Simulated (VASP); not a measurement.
# KRb2 (Fm-3m) in VASP: a series of runs

KRb2 is run at these levels: PBE; tasks: single point, relaxation of cell and atoms.

All numbers are computed with VASP 6.6.1; they aren't measurements. Logs are shortened: lines on timing, memory, paths and dates and some standing lists are left out, and cuts for length are marked.

### 1 The cell of the first run

The structure is cubic, space group Fm-3m (No. 225). The conventional cell has a = 10.624 Å, b = 10.624 Å, c = 10.624 Å, α = 90.00°, β = 90.00°, γ = 90.00°.

The cell was generated, and may not be a known phase.

### 2 Single point, PBE

The input, INCAR:

```
SYSTEM = KRb2
PREC = Accurate ; ENCUT = 520
EDIFF = 1E-6 ; ISMEAR = 0
SIGMA = 0.1 ; LREAL = .False.
LASPH = .True. ; NELM = 80
ALGO = Fast ; ISIF = 2
LWAVE = .False. ; LCHARG = .True.
GGA = PE ; LELF = .True.
LVHAR = .True. ; NBANDS = 20
```

The input, KPOINTS:

```
Automatic mesh
0
Gamma
  8 8 8
  0 0 0
```

The input, POSCAR:

```
KRb2
1.0
    0.0000000000      5.3120049191      5.3120049191
    5.3120049191      0.0000000000      5.3120049191
    5.3120049191      5.3120049191      0.0000000000
K Rb
1 2
Direct
    0.0000000000      0.0000000000      0.0000000000
    0.7500000000      0.7500000000      0.7500000000
    0.2500000000      0.2500000000      0.2500000000
```

Potentials or basis: VASP PAW PBE potentials, release 64 (K_sv, Rb_sv).

Run with:

```sh
$ cat potpaw_PBE.64/K_sv/POTCAR potpaw_PBE.64/Rb_sv/POTCAR > POTCAR
$ mpirun -np 1 vasp_std > vasp.out
```

OUTCAR:

```text
SYSTEM = KRb2
   PREC = Accurate
   ENCUT = 520
   EDIFF = 1E-6
   ISMEAR = 0
   LREAL = .False.
   LASPH = .True.
   NELM = 80
   ISIF = 2
   GGA = PE

 ion  position               nearest neighbor table
   1  0.000  0.000  0.000-   2 4.60   2 4.60   2 4.60   2 4.60   3 4.60   3 4.60   3 4.60   3 4.60

   2  0.750  0.750  0.750-   1 4.60   1 4.60   1 4.60   1 4.60   3 5.31   3 5.31   3 5.31   3 5.31
                             3 5.31   3 5.31
   3  0.250  0.250  0.250-   1 4.60   1 4.60   1 4.60   1 4.60   2 5.31   2 5.31   2 5.31   2 5.31
                             2 5.31   2 5.31

  LATTYP: Found a face centered cubic cell.
 ALAT       =    10.6240098382

  Lattice vectors:

 A1 = (   0.0000000000,   5.3120049191,   5.3120049191)
 A2 = (   5.3120049191,   0.0000000000,   5.3120049191)
 A3 = (   5.3120049191,   5.3120049191,   0.0000000000)

Analysis of symmetry for initial positions (statically):
=====================================================================
 Subroutine PRICEL returns:
 Original cell was already a primitive cell.

 Routine SETGRP: Setting up the symmetry group for a
 face centered cubic supercell.

 Subroutine GETGRP returns: Found 48 space group operations
 (whereof 48 operations were pure point group operations)
 out of a pool of 48 trial point group operations.

The static configuration has the point symmetry O_h .

Analysis of symmetry for dynamics (positions and initial velocities):
=====================================================================
 Subroutine PRICEL returns:
 Original cell was already a primitive cell.

 Routine SETGRP: Setting up the symmetry group for a
 face centered cubic supercell.

 Subroutine GETGRP returns: Found 48 space group operations
 (whereof 48 operations were pure point group operations)
 out of a pool of 48 trial point group operations.

The dynamic configuration has the point symmetry O_h .

 Subroutine INISYM returns: Found 48 space group operations
 (whereof 48 operations are pure point group operations),
 and found     1 'primitive' translations

----------------------------------------------------------------------------------------

                                     Primitive cell

  volume of cell :     299.7819

  direct lattice vectors                    reciprocal lattice vectors
     0.000000000  5.312004919  5.312004919    -0.094126419  0.094126419  0.094126419
     5.312004919  0.000000000  5.312004919     0.094126419 -0.094126419  0.094126419
     5.312004919  5.312004919  0.000000000     0.094126419  0.094126419 -0.094126419

  length of vectors
     7.512309400  7.512309400  7.512309400     0.163031740  0.163031740  0.163031740

  position of ions in fractional coordinates (direct lattice)
     0.000000000  0.000000000  0.000000000
     0.750000000  0.750000000  0.750000000
     0.250000000  0.250000000  0.250000000

  ion indices of the primitive-cell ions
   primitive index   ion index
                 1           1
                 2           2
                 3           3

----------------------------------------------------------------------------------------

 KPOINTS: Automatic mesh

Automatic generation of k-mesh.
 Grid dimensions read from file:
 generate k-points for:    8    8    8

 Generating k-lattice:

  Cartesian coordinates                     Fractional coordinates (reciprocal lattice)
    -0.011765802  0.011765802  0.011765802     0.125000000  0.000000000  0.000000000
     0.011765802 -0.011765802  0.011765802     0.000000000  0.125000000  0.000000000
     0.011765802  0.011765802 -0.011765802     0.000000000  0.000000000  0.125000000

  Length of vectors
     0.020378967  0.020378967  0.020378967

  Shift w.r.t. Gamma in fractional coordinates (k-lattice)
     0.000000000  0.000000000  0.000000000

 Subroutine IBZKPT returns following result:
 ===========================================

 Found     29 irreducible k-points:

 Following reciprocal coordinates:
            Coordinates               Weight
  0.000000  0.000000  0.000000      1.000000
  0.125000  0.000000  0.000000      8.000000
  0.250000  0.000000  0.000000      8.000000
  0.375000  0.000000  0.000000      8.000000
  0.500000  0.000000  0.000000      4.000000
  0.125000  0.125000  0.000000      6.000000
[... 16 lines left out ...]
  0.500000  0.250000  0.125000     48.000000
 -0.375000  0.250000  0.125000     24.000000
 [... further k-points ...]
   k-points           NKPTS =     29   k-points in BZ     NKDIM =     29   number of bands    NBANDS=     20
   number of dos      NEDOS =    301   number of ions     NIONS =      3
   total plane-waves  NPLWV = 175616
   dimension x,y,z NGX =    56 NGY =   56 NGZ =   56
   dimension x,y,z NGXF=   112 NGYF=  112 NGZF=  112
   ions per type =               1   2
   NGX,Y,Z   is equivalent  to a cutoff of  12.39, 12.39, 12.39 a.u.
   NGXF,Y,Z  is equivalent  to a cutoff of  24.79, 24.79, 24.79 a.u.
 SYSTEM =  KRb2
   PREC   = accura    normal or accurate (medium, high low for compatibility)
   ISTART =      0    job   : 0-new  1-cont  2-samecut
   ICHARG =      2    charge: 1-file 2-atom 10-const
   ISPIN  =      1    spin polarized calculation?
   LNONCOLLINEAR =      F non collinear calculations
   LSORBIT =      F    spin-orbit coupling
   LASPH  =      T    aspherical Exc in radial PAW
   ENCUT  =  520.0 eV  38.22 Ry    6.18 a.u.  13.97 13.97 13.97*2*pi/ulx,y,z
   NELM   =     80;   NELMIN=  2; NELMDL= -5     # of ELM steps
   EDIFF  = 0.1E-05   stopping-criterion for ELM
   LREAL  =      F    real-space projection
   EDIFFG = 0.1E-04   stopping-criterion for IOM
   NSW    =      0    number of steps for IOM
   IBRION =     -1    ionic relax: 0-MD 1-quasi-New 2-CG
   NFREE  =      0    steps in history (QN), initial steepest desc. (CG)
   ISIF   =      2    stress and relaxation
   ISYM   =      2    0-nonsym 1-usesym 2-fastsym
   POTIM  = 0.5000    time-step for ionic-motion
   TEBEG  =    0.0;   TEEND  =   0.0 temperature during run
   PSTRESS=    0.0 pullay stress
   NELECT =      27.0000    total number of electrons
   NUPDOWN=      -1.0000    fix difference up-down
   EMIN   =  10.00;   EMAX   =-10.00  energy-range for DOS
   EFERMI =   0.00;   METHOD = LEGACY
   ISMEAR =     0;   SIGMA  =   0.10  broadening in eV -4-tet -1-fermi 0-gaus
   EFERMI_NEDOS =   21; number of points for ismear=-14 and -15
   IALGO  =     68    algorithm
   IMIX   =      4    mixing-type and parameters
     AMIX     =   0.40;   BMIX     =  1.00
     AMIX_MAG =   1.60;   BMIX_MAG =  1.00
  volume/ion in A,a.u.               =      99.93       674.34
  Fermi-wavevector in a.u.,A,eV,Ry     =   0.733828  1.386734  7.326786  0.538504
  Thomas-Fermi vector in A             =   1.826632
   LORBIT       =      0    0 simple, 1 ext, 2 COOP (PROOUT), +10 PAW based schemes
   GGA     = PE    functional components
   LHFCALC =     F    Hartree Fock is set to
   AEXX    =    0.0000 exact exchange contribution
   IVDW    =     0    specifies the selected vdW correction
   LEPSILON=     F    determine dielectric tensor
   LRPA    =     F    only Hartree local field effects (RPA)
 non-spin polarized calculation
 RMM-DIIS sequential band-by-band and
 Gauss-broadening in eV      SIGMA  =   0.10
  energy-cutoff  :      520.00
  volume of cell :      299.78
 maximum number of plane-waves:      8144
   NGX = 27   NGY = 27   NGZ = 27

 number of electron      27.0000001 magnetization

 Free energy of the ion-electron system (eV)
  ---------------------------------------------------
  ext. energy  EPLUGINS =         0.00000000
  ---------------------------------------------------
  free energy    TOTEN  =        -2.60968458 eV

  energy without entropy =       -2.59621180  energy(sigma->0) =       -2.60294819

 E-fermi :  -0.3426     XC(G=0):  -5.0964

 val. band max:       -0.3770433789   @ k =   0.5000   0.3750   0.0000
 cond. band min:      -0.3411473795   @ k =  -0.2500   0.3750   0.1250
 fundamental gap:      0.0358959995
 Fermi energy:        -0.3425653632

 k-point     1 :       0.0000    0.0000    0.0000
  band No.  band energies     occupation
      1     -32.7177      2.00000
      2     -29.3467      2.00000
      3     -29.3450      2.00000
      4     -16.2022      2.00000
      5     -16.2022      2.00000
      6     -16.2022      2.00000
[... 12 lines left out ...]
     19       1.7084      0.00000
     20       1.7084      0.00000

 k-point     2 :       0.1250    0.0000    0.0000
  band No.  band energies     occupation
      1     -32.7177      2.00000
      2     -29.3467      2.00000
      3     -29.3450      2.00000
      4     -16.2022      2.00000
      5     -16.2022      2.00000
      6     -16.2022      2.00000
[... 12 lines left out ...]
     19       1.6058      0.00000
     20       1.7639      0.00000

 k-point     3 :       0.2500    0.0000    0.0000
  band No.  band energies     occupation
      1     -32.7177      2.00000
      2     -29.3465      2.00000
      3     -29.3452      2.00000
      4     -16.2022      2.00000
      5     -16.2022      2.00000
      6     -16.2022      2.00000
[... 12 lines left out ...]
     19       1.4419      0.00000
     20       1.9292      0.00000

 k-point     4 :       0.3750    0.0000    0.0000
  band No.  band energies     occupation
      1     -32.7177      2.00000
      2     -29.3462      2.00000
      3     -29.3455      2.00000
      4     -16.2023      2.00000
      5     -16.2023      2.00000
      6     -16.2023      2.00000
[... 12 lines left out ...]
     19       1.3898      0.00000
     20       2.1885      0.00000

 k-point     5 :       0.5000    0.0000    0.0000
  band No.  band energies     occupation
      1     -32.7177      2.00000
      2     -29.3459      2.00000
      3     -29.3459      2.00000
      4     -16.2023      2.00000
      5     -16.2023      2.00000
      6     -16.2023      2.00000
[... 12 lines left out ...]
     19       1.4005      0.00000
     20       2.0223      0.00000

 k-point     6 :       0.1250    0.1250    0.0000
  band No.  band energies     occupation
      1     -32.7177      2.00000
      2     -29.3466      2.00000
      3     -29.3451      2.00000
      4     -16.2022      2.00000
      5     -16.2022      2.00000
      6     -16.2022      2.00000
[... 12 lines left out ...]
     19       1.5046      0.00000
     20       1.8765      0.00000

 k-point     7 :       0.2500    0.1250    0.0000
  band No.  band energies     occupation
      1     -32.7177      2.00000
      2     -29.3465      2.00000
      3     -29.3452      2.00000
      4     -16.2022      2.00000
      5     -16.2022      2.00000
      6     -16.2022      2.00000
[... 12 lines left out ...]
     19       1.5371      0.00000
     20       1.9441      0.00000
[... 277 lines left out ...]
 k-point    20 :      -0.3750    0.3750    0.0000
  band No.  band energies     occupation
      1     -32.7177      2.00000
      2     -29.3460      2.00000
      3     -29.3457      2.00000
      4     -16.2024      2.00000
      5     -16.2024      2.00000
      6     -16.2022      2.00000
[... 12 lines left out ...]
     19       2.0314      0.00000
     20       2.2427      0.00000

 k-point    21 :       0.5000    0.5000    0.0000
  band No.  band energies     occupation
      1     -32.7177      2.00000
      2     -29.3461      2.00000
      3     -29.3456      2.00000
      4     -16.2024      2.00000
      5     -16.2024      2.00000
      6     -16.2021      2.00000
[... 12 lines left out ...]
     19       2.2325      0.00000
     20       2.6603      0.00000

 k-point    22 :       0.3750    0.2500    0.1250
  band No.  band energies     occupation
      1     -32.7177      2.00000
      2     -29.3464      2.00000
      3     -29.3454      2.00000
      4     -16.2023      2.00000
      5     -16.2023      2.00000
      6     -16.2022      2.00000
[... 12 lines left out ...]
     19       1.5554      0.00000
     20       2.1566      0.00000

 k-point    23 :       0.5000    0.2500    0.1250
  band No.  band energies     occupation
      1     -32.7177      2.00000
      2     -29.3461      2.00000
      3     -29.3456      2.00000
      4     -16.2023      2.00000
      5     -16.2023      2.00000
      6     -16.2022      2.00000
[... 12 lines left out ...]
     19       1.7390      0.00000
     20       2.2166      0.00000

 k-point    24 :      -0.3750    0.2500    0.1250
  band No.  band energies     occupation
      1     -32.7177      2.00000
      2     -29.3459      2.00000
      3     -29.3459      2.00000
      4     -16.2023      2.00000
      5     -16.2023      2.00000
      6     -16.2023      2.00000
[... 12 lines left out ...]
     19       2.0760      0.00000
     20       2.1758      0.00000

 [... further k-points ...]

------------------------ aborting loop because EDIFF is reached ----------------------------------------

  FORCE on cell =-STRESS in cart. coord.  units (eV):
  Direction    XX          YY          ZZ          XY          YZ          ZX
  --------------------------------------------------------------------------------------
  -------------------------------------------------------------------------------------
  Total        0.0507036      0.0507036      0.0507036      0.0000000     -0.0000000      0.0000000
  in kB        0.2709842      0.2709842      0.2709842      0.0000000     -0.0000000      0.0000000
  external PRESSURE =       0.2709842 kB  Pullay stress =       0.0000000 kB

 VOLUME and BASIS-vectors are now :
 -----------------------------------------------------------------------------
  energy-cutoff  :      520.00
  volume of cell :      299.78
      direct lattice vectors                 reciprocal lattice vectors
     0.000000000  5.312004919  5.312004919    -0.094126419  0.094126419  0.094126419
     5.312004919  0.000000000  5.312004919     0.094126419 -0.094126419  0.094126419
     5.312004919  5.312004919  0.000000000     0.094126419  0.094126419 -0.094126419

 POSITION                                       TOTAL-FORCE (eV/Angst)
 -----------------------------------------------------------------------------------
      0.00000      0.00000      0.00000         0.000000      0.000000      0.000000
      7.96801      7.96801      7.96801         0.000000      0.000000      0.000000
      2.65600      2.65600      2.65600        -0.000000     -0.000000     -0.000000
 -----------------------------------------------------------------------------------
    total drift:                               -0.000000     -0.000000      0.000000

  FREE ENERGIE OF THE ION-ELECTRON SYSTEM (eV)
  ---------------------------------------------------
  free  energy   TOTEN  =        -2.6096845782 eV

  energy  without entropy=       -2.5962117995  energy(sigma->0) =       -2.60294819
```

Run time: 9 min. Hardware: 1 thread of Oxide Virtual Turin-like, shared host; peak memory 0.48 GiB.

Results:

```
Free energy            : -2.6097 eV
Pressure               : 0.0 GPa
Band gap on the k mesh : zero (an odd number of electrons rules out a gap without spin polarisation)
```

(Continued in part 2 of 2.)

The gap in the log of VASP goes by the Fermi energy; the results here count the filled bands.